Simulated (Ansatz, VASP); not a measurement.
ZnO: VASP beside Ansatz

Contents of INCAR:

```
SYSTEM = ZnO
ALGO = Normal ; EDIFF = 1E-6
ENCUT = 600 ; GGA = PE
GGA_COMPAT = .FALSE. ; ISIF = 2
ISMEAR = -1 ; LASPH = .TRUE.
LCHARG = .FALSE. ; LREAL = .FALSE.
LWAVE = .FALSE. ; NBANDS = 16
NELM = 120 ; PREC = Accurate
SIGMA = 0.03
```

Contents of KPOINTS:

```
k-points
0
G
  6 6 6
  0 0 0
```

File POSCAR:

```
ZnO
1.0
    2.6882100000      0.0000000000      0.0000000000
    0.0000000000      2.6882100000      0.0000000000
    0.0000000000      0.0000000000      2.6882100000
Zn O
1 1
Direct
    0.0000000000      0.0000000000      0.0000000000
    0.5000000000      0.5000000000      0.5000000000
```

File input.yaml:

```yaml
crystal:
  lattice:
    - [2.68821, 0.0, 0.0]
    - [0.0, 2.68821, 0.0]
    - [0.0, 0.0, 2.68821]
  atoms:
    - { symbol: Zn, position: [0.0, 0.0, 0.0] }
    - { symbol: O, position: [0.5, 0.5, 0.5] }
kpoints:
  mp_grid: { grid: [6, 6, 6] }
scf:
  occupations: { method: fermi_dirac, width: 0.03 }
hamiltonian:
  xc: pbe
  pseudopotentials: { kind: all_electron, lapw: { basis_error: 0.002 } }
output:
  forces: true
  stress: true
  eigenvalues: true
```

Alike in both runs: task single point; functional PBE; k mesh 6 × 6 × 6; occupations fermi-dirac, width 0.03 eV; no spin polarisation.

|  | VASP | Ansatz |
| --- | --- | --- |
| version | VASP 6.6.1 | Ansatz 0.2.0 |
| potentials or method | VASP PAW PBE potentials, release 64 (Zn, O), cutoff 600 eV | all-electron LAPW, scalar-relativistic |

Ansatz gave:

```
gap on the k mesh at the Fermi level (eV) : none
pressure (GPa)                            : 0.1
```

Question: Estimate VASP's values.

Answer: gap on the k mesh at the Fermi level (eV): none; pressure (GPa): 0.5.

A gap of «none» marks a metal or a gap that the smearing closes. Ansatz ran all-electron here, and VASP with PAW potentials.

The k mesh is coarse, so the values compare programs but aren't converged. Noted on Ansatz's run: the k mesh is thin for a metal, which can move the energy by tens of meV per atom.
